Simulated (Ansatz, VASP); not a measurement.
# Pt in VASP and in Ansatz

```xyz
1
Lattice="0.0000 1.9072 1.9072 1.9072 0.0000 1.9072 1.9072 1.9072 0.0000" Properties=species:S:1:pos:R:3 pbc="T T T"
Pt    0.0000    0.0000    0.0000
```

Change from the starting cell: volume scaled by 0.94, PAW files, source ansatz.

Alike in both runs: task single point; functional LDA; k mesh 17 × 17 × 17; occupations fermi-dirac, width 0.05 eV; no spin polarisation.

|  | VASP | Ansatz |
| --- | --- | --- |
| version | VASP 6.6.1 | Ansatz 0.2.0 |
| potentials or method | VASP PAW LDA potentials, release 64 (Pt) | PAW with other files of Ansatz's library (source ansatz), scalar-relativistic |
| plane-wave cutoff (eV) | 520 | 570 |
| valence electrons in the cell | 10 | 18 |

```csv
,VASP,Ansatz,Ansatz less VASP
pressure (GPa),23.4,22.5,-0.88
```

LDA's correlation is that of Perdew and Zunger in VASP and of Perdew and Wang (1992) in Ansatz. VASP's potentials hold 10 valence electrons a cell and Ansatz's 18, so a difference there can come from the potentials and not from the codes.

Neither program's run includes spin-orbit coupling.
